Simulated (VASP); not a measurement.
# BaO (ae) (Fm-3m) in VASP: single point with PBEsol

Aim: the single point of BaO (ae) with PBEsol.

All numbers are computed with VASP 6.6.1; they aren't measurements. Logs are shortened: lines on timing, memory, paths and dates and some standing lists are left out, and cuts for length are marked.

### 1 The cell of the first run

The structure is cubic, space group Fm-3m (No. 225). The conventional cell has a = 5.490 Å, b = 5.490 Å, c = 5.490 Å, α = 90.00°, β = 90.00°, γ = 90.00°. Ba (site symmetry m-3m) has 6 O at 2.75 Å within 3.6 Å. Within 3.6 Å of O (site symmetry m-3m) lie 6 Ba at 2.75 Å.

### 2 Single point, PBEsol

File INCAR:

```
SYSTEM = BaO
  PREC = Accurate
  ENCUT = 600
  EDIFF = 1E-6
  ISMEAR = 0
  SIGMA = 0.02
  LREAL = .False.
  LASPH = .True.
  NELM = 120
  ALGO = Normal
  ISIF = 2
  LWAVE = .False.
  LCHARG = .False.
  GGA = PS
  NBANDS = 15
  GGA_COMPAT = .False.
```

File KPOINTS:

```
regular mesh
0
Gamma
  8 8 8
  0 0 0
```

File POSCAR:

```
BaO
1.0
    0.0000000000      2.7450539707      2.7450539707
    2.7450539707      0.0000000000      2.7450539707
    2.7450539707      2.7450539707      0.0000000000
Ba O
1 1
Direct
    0.0000000000      0.0000000000      0.0000000000
    0.5000000000      0.5000000000      0.5000000000
```

Potentials or basis: VASP PAW PBE potentials, release 64 (Ba_sv, O).

The run is started by

```sh
$ cat potpaw_PBE.64/Ba_sv/POTCAR potpaw_PBE.64/O/POTCAR > POTCAR
$ mpirun -np 1 vasp_std > vasp.out
```

OUTCAR:

```text
SYSTEM = BaO
   PREC = Accurate
   ENCUT = 600
   EDIFF = 1E-6
   ISMEAR = 0
   LREAL = .False.
   LASPH = .True.
   NELM = 120
   ISIF = 2
   GGA = PS

 ion  position               nearest neighbor table
   1  0.000  0.000  0.000-   2 2.75   2 2.75   2 2.75   2 2.75   2 2.75   2 2.75
   2  0.500  0.500  0.500-   1 2.75   1 2.75   1 2.75   1 2.75   1 2.75   1 2.75

  LATTYP: Found a face centered cubic cell.
 ALAT       =     5.4901079414

  Lattice vectors:

 A1 = (   0.0000000000,   2.7450539707,   2.7450539707)
 A2 = (   2.7450539707,   0.0000000000,   2.7450539707)
 A3 = (   2.7450539707,   2.7450539707,   0.0000000000)

Analysis of symmetry for initial positions (statically):
=====================================================================
 Subroutine PRICEL returns:
 Original cell was already a primitive cell.

 Routine SETGRP: Setting up the symmetry group for a
 face centered cubic supercell.

 Subroutine GETGRP returns: Found 48 space group operations
 (whereof 48 operations were pure point group operations)
 out of a pool of 48 trial point group operations.

The static configuration has the point symmetry O_h .

Analysis of symmetry for dynamics (positions and initial velocities):
=====================================================================
 Subroutine PRICEL returns:
 Original cell was already a primitive cell.

 Routine SETGRP: Setting up the symmetry group for a
 face centered cubic supercell.

 Subroutine GETGRP returns: Found 48 space group operations
 (whereof 48 operations were pure point group operations)
 out of a pool of 48 trial point group operations.

The dynamic configuration has the point symmetry O_h .

 Subroutine INISYM returns: Found 48 space group operations
 (whereof 48 operations are pure point group operations),
 and found     1 'primitive' translations

----------------------------------------------------------------------------------------

                                     Primitive cell

  volume of cell :      41.3697

  direct lattice vectors                    reciprocal lattice vectors
     0.000000000  2.745053971  2.745053971    -0.182145781  0.182145781  0.182145781
     2.745053971  0.000000000  2.745053971     0.182145781 -0.182145781  0.182145781
     2.745053971  2.745053971  0.000000000     0.182145781  0.182145781 -0.182145781

  length of vectors
     3.882092555  3.882092555  3.882092555     0.315485747  0.315485747  0.315485747

  position of ions in fractional coordinates (direct lattice)
[... 83 lines left out ...]
   IBRION =     -1    ionic relax: 0-MD 1-quasi-New 2-CG
   NFREE  =      0    steps in history (QN), initial steepest desc. (CG)
   ISIF   =      2    stress and relaxation
   ISYM   =      2    0-nonsym 1-usesym 2-fastsym
   POTIM  = 0.5000    time-step for ionic-motion
   TEBEG  =    0.0;   TEEND  =   0.0 temperature during run
   PSTRESS=    0.0 pullay stress
   NELECT =      16.0000    total number of electrons
   NUPDOWN=      -1.0000    fix difference up-down
   EMIN   =  10.00;   EMAX   =-10.00  energy-range for DOS
   EFERMI =   0.00;   METHOD = LEGACY
   ISMEAR =     0;   SIGMA  =   0.02  broadening in eV -4-tet -1-fermi 0-gaus
   EFERMI_NEDOS =   21; number of points for ismear=-14 and -15
   IALGO  =     38    algorithm
   IMIX   =      4    mixing-type and parameters
     AMIX     =   0.40;   BMIX     =  1.00
     AMIX_MAG =   1.60;   BMIX_MAG =  1.00
  volume/ion in A,a.u.               =      20.68       139.59
  Fermi-wavevector in a.u.,A,eV,Ry     =   1.192762  2.253994 19.356766  1.422682
  Thomas-Fermi vector in A             =   2.328793
   LORBIT       =      0    0 simple, 1 ext, 2 COOP (PROOUT), +10 PAW based schemes
   GGA     = PS    functional components
   LHFCALC =     F    Hartree Fock is set to
   AEXX    =    0.0000 exact exchange contribution
   IVDW    =     0    specifies the selected vdW correction
   LEPSILON=     F    determine dielectric tensor
   LRPA    =     F    only Hartree local field effects (RPA)
 non-spin polarized calculation
 Gauss-broadening in eV      SIGMA  =   0.02
  energy-cutoff  :      600.00
  volume of cell :       41.37
 maximum number of plane-waves:      1411
   NGX = 15   NGY = 15   NGZ = 15

 number of electron      15.9999997 magnetization

 Free energy of the ion-electron system (eV)
  ---------------------------------------------------
  ext. energy  EPLUGINS =         0.00000000
  ---------------------------------------------------
  free energy    TOTEN  =       -12.39493021 eV

  energy without entropy =      -12.39493021  energy(sigma->0) =      -12.39493021

 E-fermi :   2.0456     XC(G=0):  -9.9787

 val. band max:        1.8976901892   @ k =   0.5000   0.5000   0.0000
 cond. band min:       3.6673354136   @ k =   0.5000   0.5000   0.0000
 fundamental gap:      1.7696452244
 Fermi energy:         2.0455901763

 k-point     1 :       0.0000    0.0000    0.0000
  band No.  band energies     occupation
      1     -23.9542      2.00000
      2     -13.1147      2.00000
      3      -8.3885      2.00000
      4      -8.3885      2.00000
      5      -8.3885      2.00000
      6       1.4709      2.00000
      7       1.4709      2.00000
      8       1.4709      2.00000
      9       5.3718      0.00000
     10       6.5083      0.00000
     11       6.5083      0.00000
     12       6.5083      0.00000
     13       8.8644      0.00000
     14       8.8644      0.00000
[... 401 lines left out ...]
      2     -13.7500      2.00000
      3      -9.0820      2.00000
      4      -9.0772      2.00000
      5      -8.5036      2.00000
      6       0.2130      2.00000
      7       0.8793      2.00000
      8       0.9440      2.00000
      9       6.6815      0.00000
     10       7.2979      0.00000
     11       9.8414      0.00000
     12       9.8597      0.00000
     13      12.1574      0.00000
     14      13.7684      0.00000
     15      14.1158      0.00000

 [... further k-points ...]
[... 5 lines left out ...]
  --------------------------------------------------------------------------------------
  -------------------------------------------------------------------------------------
  Total        0.4715166      0.4715166      0.4715166      0.0000000      0.0000000     -0.0000000
  in kB       18.2610140     18.2610140     18.2610140      0.0000000      0.0000000     -0.0000000
  external PRESSURE =      18.2610140 kB  Pullay stress =       0.0000000 kB

 VOLUME and BASIS-vectors are now :
 -----------------------------------------------------------------------------
  energy-cutoff  :      600.00
  volume of cell :       41.37
      direct lattice vectors                 reciprocal lattice vectors
     0.000000000  2.745053971  2.745053971    -0.182145781  0.182145781  0.182145781
     2.745053971  0.000000000  2.745053971     0.182145781 -0.182145781  0.182145781
     2.745053971  2.745053971  0.000000000     0.182145781  0.182145781 -0.182145781

 POSITION                                       TOTAL-FORCE (eV/Angst)
 -----------------------------------------------------------------------------------
      0.00000      0.00000      0.00000        -0.000000      0.000000      0.000000
      2.74505      2.74505      2.74505         0.000000     -0.000000     -0.000000
 -----------------------------------------------------------------------------------
    total drift:                                0.000000     -0.000000      0.000000

  FREE ENERGIE OF THE ION-ELECTRON SYSTEM (eV)
  ---------------------------------------------------
  free  energy   TOTEN  =       -12.3949302099 eV

  energy  without entropy=      -12.3949302099  energy(sigma->0) =      -12.39493021
```

Run time: 40 s. Hardware: 1 thread of AMD EPYC 7R13, shared host; peak memory 0.16 GiB.

What came out:

```
Free energy            : -12.3949 eV
Pressure               : 1.8 GPa
Band gap on the k mesh : 1.77 eV, direct
```

Caveat: the PAW data sets were made with another functional, which shifts forces and pressure a little; spin-orbit coupling is left out, which moves the levels of the heavy elements.
